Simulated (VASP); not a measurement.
Write the native input for VASP 6.6.1 that does the following.

```
Task                   : single point
Functional             : LDA
Potentials or basis    : VASP PAW LDA potentials, release 64 (W_sv, Re)
Cutoff                 : 520 eV
k mesh                 : 14 × 14 × 1
Occupations            : fermi-dirac, width 0.1 eV
Spin                   : no spin polarisation
Dipole correction      : yes
Further INCAR settings : ALGO = Normal; EDIFF = 1e-06; NBANDS = 40
```

The structure of ReW4 lies in POSCAR:

```
ReW4
1.0
    2.7149357195      0.0000000000      0.0000000000
   -0.9049785732      2.5596659437      0.0000000000
    0.0000000000      0.0000000000     24.8669000000
W Re
4 1
Direct
    0.0000000000      0.0000000000      0.3246951021
    0.5000000000      0.5000000000      0.4106369042
    0.5000000000      0.5000000000      0.5893630965
    0.0000000000      0.0000000000      0.6753048969
    0.0000000000      0.0000000000      0.5000000002
```

One way to write it, as run:

INCAR

```
PREC = Accurate ; ENCUT = 520
EDIFF = 1E-6 ; ISMEAR = -1
SIGMA = 0.1 ; LREAL = F
LASPH = T ; NELM = 60
ALGO = Normal ; ISIF = 2
LWAVE = F ; LCHARG = F
LDIPOL = T ; IDIPOL = 3
DIPOL = 0.5 0.5 0.500 ; GGA = CA
NBANDS = 40
```

KPOINTS

```
Automatic mesh
0
Gamma
  14 14 1
```

Potentials or basis: VASP PAW LDA potentials, release 64 (W_sv, Re).

The run is started by

```bash
$ cat potpaw_LDA.64/W_sv/POTCAR potpaw_LDA.64/Re/POTCAR > POTCAR
$ mpirun -np 1 vasp_std > vasp.out
```

Results of the run:

```json
{
  "Largest force": "0.206 eV/Å",
  "Band gap on the k mesh": "zero (an odd number of electrons rules out a gap without spin polarisation)"
}
```

Caveat: spin-orbit coupling is left out, which moves the levels of the heavy elements.

Wall time 6.5 min on 1 thread of Intel(R) Xeon(R) 6975P-C (Granite Rapids) (shared host), peak memory 0.44 GiB.
